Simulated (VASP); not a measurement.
# B (Immm) in VASP: relaxation of cell and atoms with PBE

Aim: the relaxation of cell and atoms of B with PBE.

Program: VASP 6.6.1. These are calculated values, not measurements. Logs are shortened: lines on timing, memory, paths and dates and some standing lists are left out, and cuts for length are marked.

**1. The cell of the first run**

Symmetry: Immm, No. 71, orthorhombic system. The conventional cell has a = 2.991 Å, b = 3.489 Å, c = 5.191 Å, α = 90.00°, β = 90.00°, γ = 90.00°. B (site symmetry mmm) has 4 B at 1.50 to 1.74 Å within 2.0 Å. Within 2.3 Å of B (site symmetry mmm) lie 6 B at 1.74 to 2.30 Å. Within 2.0 Å of B (site symmetry mmm) lie 2 B at 1.50 Å.

The cell was generated, and may not be a known phase.

**2. Relaxation of cell and atoms, PBE**

Input file INCAR:

```
ALGO     = Normal         # electronic algorithm
EDIFF    = 1E-7           # SCF threshold, eV
EDIFFG   = -0.04          # ionic threshold
ENCUT    = 1230           # plane-wave cutoff, eV
GGA      = PE             # functional
GGA_COMPAT= False        
IBRION   = 2              # ionic algorithm
ISIF     = 3              # what is computed and relaxed
ISMEAR   = 0              # smearing method
LASPH    = True           # aspherical terms in the spheres
LCHARG   = False          # write CHGCAR
LREAL    = False          # projectors in reciprocal space
LWAVE    = False          # write WAVECAR
NELM     = 120            # most SCF steps
NELMIN   = 4            
NSW      = 90             # ionic steps
PREC     = Accurate       # precision mode
SIGMA    = 0.1            # smearing width, eV
```

Input file KPOINTS:

```
k-points
0
Gamma
  8 8 8
```

Input file POSCAR:

```
B
1.0
   -1.4954918200      1.7447132200      2.5953845100
    1.4954918200     -1.7447132200      2.5953845100
    1.4954918200      1.7447132200     -2.5953845100
B
3
Direct
    0.5000000000      0.0000000000      0.5000000000
    0.0000000000      0.0000000000      0.0000000000
    0.5000000000      0.5000000000      0.0000000000
```

Potentials or basis: VASP PAW PBE potentials, release 64 (B_h).

Started as:

```console
> cat potpaw_PBE.64/B_h/POTCAR > POTCAR
> mpirun -np 1 vasp_std > vasp.out
```

OUTCAR:

```text
EDIFF = 1E-7
   EDIFFG = -0.04
   ENCUT = 1230
   GGA = PE
   IBRION = 2
   ISIF = 3
   ISMEAR = 0
   LASPH = True
   LREAL = False
   NELM = 120
   NELMIN = 4
   NSW = 90
   PREC = Accurate

 ion  position               nearest neighbor table
   1  0.500  0.000  0.500-
   2  0.000  0.000  0.000-
   3  0.500  0.500  0.000-

  LATTYP: Found a body centered orthorhombic cell.
 ALAT       =     2.9909836400
 B/A-ratio  =     1.1666484542
 C/A-ratio  =     1.7354722208

  Lattice vectors:

 A1 = (  -1.4954918200,   1.7447132200,   2.5953845100)
 A2 = (   1.4954918200,  -1.7447132200,   2.5953845100)
 A3 = (   1.4954918200,   1.7447132200,  -2.5953845100)

Analysis of symmetry for initial positions (statically):
=====================================================================
 Subroutine PRICEL returns:
 Original cell was already a primitive cell.

 Routine SETGRP: Setting up the symmetry group for a
 body centered orthorhombic supercell.

 Subroutine GETGRP returns: Found  8 space group operations
 (whereof  8 operations were pure point group operations)
 out of a pool of  8 trial point group operations.

The static configuration has the point symmetry D_2h.

Analysis of symmetry for dynamics (positions and initial velocities):
=====================================================================
 Subroutine PRICEL returns:
 Original cell was already a primitive cell.

 Routine SETGRP: Setting up the symmetry group for a
 body centered orthorhombic supercell.

 Subroutine GETGRP returns: Found  8 space group operations
 (whereof  8 operations were pure point group operations)
 out of a pool of  8 trial point group operations.

The dynamic configuration has the point symmetry D_2h.

 Subroutine INISYM returns: Found  8 space group operations
 (whereof  8 operations are pure point group operations),
 and found     1 'primitive' translations

----------------------------------------------------------------------------------------

                                     Primitive cell

  volume of cell :      27.0876

  direct lattice vectors                    reciprocal lattice vectors
    -1.495491820  1.744713220  2.595384510     0.000000000  0.286580049  0.192649682
     1.495491820 -1.744713220  2.595384510     0.334338171  0.000000000  0.192649682
     1.495491820  1.744713220 -2.595384510     0.334338171  0.286580049  0.000000000

  length of vectors
     3.466488246  3.466488246  3.466488246     0.345314385  0.385870331  0.440352288

  position of ions in fractional coordinates (direct lattice)
     0.500000000  0.000000000  0.500000000
     0.000000000  0.000000000  0.000000000
     0.500000000  0.500000000  0.000000000

  ion indices of the primitive-cell ions
   primitive index   ion index
                 1           1
                 2           2
                 3           3

----------------------------------------------------------------------------------------

 KPOINTS: k-points

Automatic generation of k-mesh.
 Grid dimensions read from file:
 generate k-points for:    8    8    8

 Generating k-lattice:

  Cartesian coordinates                     Fractional coordinates (reciprocal lattice)
     0.000000000  0.035822506  0.024081210     0.125000000  0.000000000  0.000000000
     0.041792271  0.000000000  0.024081210     0.000000000  0.125000000  0.000000000
     0.041792271  0.035822506  0.000000000     0.000000000  0.000000000  0.125000000

  Length of vectors
     0.043164298  0.048233791  0.055044036

  Shift w.r.t. Gamma in fractional coordinates (k-lattice)
     0.000000000  0.000000000  0.000000000

 Subroutine IBZKPT returns following result:
 ===========================================

 Found     95 irreducible k-points:

 Following reciprocal coordinates:
            Coordinates               Weight
  0.000000  0.000000  0.000000      1.000000
  0.125000  0.000000  0.000000      4.000000
  0.250000  0.000000  0.000000      4.000000
  0.375000  0.000000  0.000000      4.000000
  0.500000  0.000000  0.000000      2.000000
  0.000000  0.125000  0.000000      4.000000
[... 16 lines left out ...]
  0.125000  0.375000  0.000000      8.000000
  0.250000  0.375000  0.000000      8.000000
 [... further k-points ...]
   k-points           NKPTS =     95   k-points in BZ     NKDIM =     95   number of bands    NBANDS=      8
   number of dos      NEDOS =    301   number of ions     NIONS =      3
   total plane-waves  NPLWV =  64000
   dimension x,y,z NGX =    40 NGY =   40 NGZ =   40
   dimension x,y,z NGXF=    80 NGYF=   80 NGZF=   80
   ions per type =               3
   NGX,Y,Z   is equivalent  to a cutoff of  19.18, 19.18, 19.18 a.u.
   NGXF,Y,Z  is equivalent  to a cutoff of  38.37, 38.37, 38.37 a.u.
 SYSTEM =  unknown system
   PREC   = accura    normal or accurate (medium, high low for compatibility)
   ISTART =      0    job   : 0-new  1-cont  2-samecut
   ICHARG =      2    charge: 1-file 2-atom 10-const
   ISPIN  =      1    spin polarized calculation?
   LNONCOLLINEAR =      F non collinear calculations
   LSORBIT =      F    spin-orbit coupling
   LASPH  =      T    aspherical Exc in radial PAW
   ENCUT  = 1230.0 eV  90.40 Ry    9.51 a.u.   9.91  9.91  9.91*2*pi/ulx,y,z
   NELM   =    120;   NELMIN=  4; NELMDL= -5     # of ELM steps
   EDIFF  = 0.1E-06   stopping-criterion for ELM
   LREAL  =      F    real-space projection
   EDIFFG = -.4E-01   stopping-criterion for IOM
   NSW    =     90    number of steps for IOM
   IBRION =      2    ionic relax: 0-MD 1-quasi-New 2-CG
   NFREE  =      1    steps in history (QN), initial steepest desc. (CG)
   ISIF   =      3    stress and relaxation
   ISYM   =      2    0-nonsym 1-usesym 2-fastsym
   POTIM  = 0.5000    time-step for ionic-motion
   TEBEG  =    0.0;   TEEND  =   0.0 temperature during run
   PSTRESS=    0.0 pullay stress
   NELECT =       9.0000    total number of electrons
   NUPDOWN=      -1.0000    fix difference up-down
   EMIN   =  10.00;   EMAX   =-10.00  energy-range for DOS
   EFERMI =   0.00;   METHOD = LEGACY
   ISMEAR =     0;   SIGMA  =   0.10  broadening in eV -4-tet -1-fermi 0-gaus
   EFERMI_NEDOS =   21; number of points for ismear=-14 and -15
   IALGO  =     38    algorithm
   IMIX   =      4    mixing-type and parameters
     AMIX     =   0.40;   BMIX     =  1.00
     AMIX_MAG =   1.60;   BMIX_MAG =  1.00
  volume/ion in A,a.u.               =       9.03        60.93
  Fermi-wavevector in a.u.,A,eV,Ry     =   1.133876  2.142716 17.492681  1.285676
  Thomas-Fermi vector in A             =   2.270580
   LORBIT       =      0    0 simple, 1 ext, 2 COOP (PROOUT), +10 PAW based schemes
   GGA     = PE    functional components
   LHFCALC =     F    Hartree Fock is set to
   AEXX    =    0.0000 exact exchange contribution
   IVDW    =     0    specifies the selected vdW correction
   LEPSILON=     F    determine dielectric tensor
   LRPA    =     F    only Hartree local field effects (RPA)
 conjugate gradient relaxation of ions
 non-spin polarized calculation
 Gauss-broadening in eV      SIGMA  =   0.10
  energy-cutoff  :     1230.00
  volume of cell :       27.09
 maximum number of plane-waves:      2672
   NGX = 19   NGY = 19   NGZ = 19

--------------------------------------- Ionic step        1  -------------------------------------------

 number of electron       9.0000000 magnetization

 Free energy of the ion-electron system (eV)
  ---------------------------------------------------
  ext. energy  EPLUGINS =         0.00000000
  ---------------------------------------------------
  free energy    TOTEN  =       -16.25076834 eV

  energy without entropy =      -16.24405596  energy(sigma->0) =      -16.24741215

------------------------ aborting loop because EDIFF is reached ----------------------------------------

  FORCE on cell =-STRESS in cart. coord.  units (eV):
  Direction    XX          YY          ZZ          XY          YZ          ZX
  --------------------------------------------------------------------------------------
  -------------------------------------------------------------------------------------
  Total        7.0630092     -5.4901694     -0.7791613     -0.0000000      0.0000000      0.0000000
  in kB      417.7635681   -324.7330825    -46.0859067     -0.0000000      0.0000000      0.0000000
  external PRESSURE =      15.6481930 kB  Pullay stress =       0.0000000 kB
[... 631 lines left out ...]
 k-point    24 :       0.2500    0.3750    0.0000
  band No.  band energies     occupation
      1      -7.8891      2.00000
      2      -4.9507      2.00000
      3      -3.0560      2.00000
      4       0.9571      2.00000
      5       2.1657      2.00000
      6       5.5623      0.00000
      7       9.0207      0.00000
      8       9.1178      0.00000

 [... further k-points ...]

[... ionic steps 4 to 17 ...]

--------------------------------------- Ionic step       18  -------------------------------------------

 number of electron       9.0000000 magnetization

------------------------ aborting loop because EDIFF is reached ----------------------------------------

  FORCE on cell =-STRESS in cart. coord.  units (eV):
  Direction    XX          YY          ZZ          XY          YZ          ZX
  --------------------------------------------------------------------------------------
  -------------------------------------------------------------------------------------
  Total       -0.1821019     -0.2934516     -0.1037647      0.0000000      0.0000000      0.0000000
  in kB       -7.8611548    -12.6680116     -4.4794198      0.0000000      0.0000000      0.0000000
  external PRESSURE =      -8.3361954 kB  Pullay stress =       0.0000000 kB
[... 59 lines left out ...]
  energy  without entropy=      -17.0947260638  energy(sigma->0) =      -17.09704691

--------------------------------------- Ionic step       20  -------------------------------------------

 number of electron       9.0000000 magnetization

 Free energy of the ion-electron system (eV)
  ---------------------------------------------------
  ext. energy  EPLUGINS =         0.00000000
  ---------------------------------------------------
  free energy    TOTEN  =       -17.10003862 eV

  energy without entropy =      -17.09530127  energy(sigma->0) =      -17.09766995

 E-fermi :   3.7264     XC(G=0):  -8.9924

 val. band max:        3.6624816478   @ k =   0.1250   0.5000   0.0000
 cond. band min:       3.7436474834   @ k =  -0.2500   0.3750   0.1250
 fundamental gap:      0.0811658356
 Fermi energy:         3.7264487946

 k-point     1 :       0.0000    0.0000    0.0000
  band No.  band energies     occupation
      1     -10.2205      2.00000
      2      -2.7100      2.00000
      3      -2.7022      2.00000
      4      -0.8079      2.00000
      5       5.3939      0.00000
      6       7.2156      0.00000
      7       8.3034      0.00000
      8       9.2185      0.00000
[... 283 lines left out ...]
  FREE ENERGIE OF THE ION-ELECTRON SYSTEM (eV)
  ---------------------------------------------------
  free  energy   TOTEN  =       -17.1000386170 eV

  energy  without entropy=      -17.0953012731  energy(sigma->0) =      -17.09766995

 reached required accuracy - stopping structural energy minimisation
```

Run time: 7.7 min. Hardware: 1 thread of Intel Xeon 6975P-C (Granite Rapids), shared host; peak memory 0.26 GiB.

What came out:

| Property | Result |
| --- | --- |
| Free energy | -17.1000 eV |
| Relaxed volume | 12.19 Å³/atom |
| Relaxed cell | a = 4.397 Å, b = 4.397 Å, c = 4.397 Å, α = 138.73°, β = 138.79°, γ = 59.74° |
| Space group after relaxing (to 0.1 Å) | I4/mmm (No. 139) |
| Energy gained by relaxing | 283.1 meV/atom |
| Ionic steps | 20 |
| Pressure after relaxing | -0.1 GPa |
| Band gap on the k mesh | zero (an odd number of electrons rules out a gap without spin polarisation) |

Stress tensor (GPa, compression positive):
```
-0.32  0.00  0.00
 0.00  0.41  0.00
 0.00  0.00 -0.27
```

Step by step:
```
step  energy change (eV)  largest force (eV/Å)  pressure (GPa)  volume (Å³)
   1              0.0000                0.0000            1.56        27.09
   2             -0.4036                0.0000           -8.53        27.16
   3             -0.4438                0.0000           -9.24        27.19
   4             -0.5020                0.0000            6.55        25.32
   5             -0.5275                0.0000            0.57        25.93
   6             -0.6015                0.0000            6.82        25.62
   7             -0.6026                0.0000            8.01        25.57
   8             -0.6630                0.0000            6.62        26.43
   9             -0.7563                0.0000            5.28        28.99
  10             -0.7417                0.0000            6.57        33.96
  11             -0.7882                0.0000            4.83        35.02
  12             -0.8407                0.0000            1.01        37.91
  13             -0.8407                0.0000            0.92        37.99
  14             -0.8423                0.0000            0.62        37.91
  15             -0.8455                0.0000           -0.28        37.64
  16             -0.8447                0.0000           -2.06        37.10
  17             -0.8463                0.0000           -1.01        37.42
  18             -0.8480                0.0000           -0.83        37.11
  19             -0.8486                0.0000           -0.66        36.82
  20             -0.8493                0.0000           -0.06        36.58
```

Final structure:
```yaml
crystal:
  lattice:
    - [-1.54956, 1.54770, 3.81331]
    - [1.54956, -1.54770, 3.81331]
    - [1.54956, 1.54770, -3.81331]
  atoms:
    - { symbol: B, position: [0.50000, 0.00000, 0.50000] }
    - { symbol: B, position: [0.00000, 0.00000, 0.00000] }
    - { symbol: B, position: [0.50000, 0.50000, 0.00000] }
```

Caveat: the volume moved by over 15 % at a fixed basis, so the end points are rough; an odd number of electrons without spin polarisation forces a metal; a magnetic or distorted state may lie lower.

The gap in the log of VASP goes by the Fermi energy; the results here count the filled bands.